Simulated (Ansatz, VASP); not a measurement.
## One calculation of AlCu3, two programs

INCAR

```
SYSTEM = AlCu3
  ALGO = Fast
  EDIFF = 1E-6
  ENCUT = 520
  GGA = PS
  ISIF = 2
  ISMEAR = 0
  LASPH = .True.
  LCHARG = .False.
  LREAL = .False.
  LWAVE = .False.
  NBANDS = 26
  NELM = 80
  PREC = Accurate
  SIGMA = 0.15
```

Contents of KPOINTS:

```
k-points
0
Gamma
  14 14 14
  0 0 0
```

Contents of POSCAR:

```
AlCu3
1.0
    0.0000000000      2.8834704780      2.8834704780
    2.8834704780      0.0000000000      2.8834704780
    2.8834704780      2.8834704780      0.0000000000
Al Cu
1 3
Direct
    0.0000000000      0.0000000000      0.0000000000
    0.5000000000      0.5000000000      0.5000000000
    0.2565025809      0.2434974191      0.2565025809
    0.7434974191      0.7565025809      0.7434974191
```

Input for Ansatz:

```yaml
crystal:
  lattice:
    - [0.0, 2.883470478, 2.883470478]
    - [2.883470478, 0.0, 2.883470478]
    - [2.883470478, 2.883470478, 0.0]
  atoms:
    - { symbol: Al, position: [0.0, 0.0, 0.0] }
    - { symbol: Cu, position: [0.5, 0.5, 0.5] }
    - { symbol: Cu, position: [0.2565025809, 0.2434974191, 0.2565025809] }
    - { symbol: Cu, position: [0.7434974191, 0.7565025809, 0.7434974191] }
basis:
  ecutwfc: 420
kpoints:
  mp_grid: { grid: [14, 14, 14] }
hamiltonian:
  xc: pbesol
scf:
  occupations: { method: gaussian, width: 0.15 }
output:
  forces: true
  stress: true
  eigenvalues: true
```

Change from the starting cell: mode 4 (160.0 1/cm) frozen in, largest displacement +0.037 Å.

Alike in both runs: task single point; functional PBEsol; k mesh 14 × 14 × 14; occupations gaussian, width 0.15 eV; no spin polarisation.

|  | VASP | Ansatz |
| --- | --- | --- |
| version | VASP 6.6.1 | Ansatz 0.2.0 |
| potentials or method | VASP PAW PBE potentials, release 64 (Al, Cu), cutoff 520 eV | scalar-relativistic, plane waves, PAW |
| valence electrons in the cell | 36 | 60 |

```tsv
	VASP	Ansatz	Ansatz less VASP
gap on the k mesh at the Fermi level (eV)	none	none	-
pressure (GPa)	0.9	0.2	-0.68
rms of the force components (eV/Å)	0.094	0.092	-0.0012
```

VASP's potentials were made for PBE, not for PBEsol. Atom by atom the forces differ by 0.001 eV/Å (rms over components). A gap of «none» marks a metal or a gap that the smearing closes. With one functional, cell and mesh, what is left measures potentials, basis and numerics. VASP's potentials hold 36 valence electrons a cell and Ansatz's 60, so a difference there can come from the potentials and not from the codes.
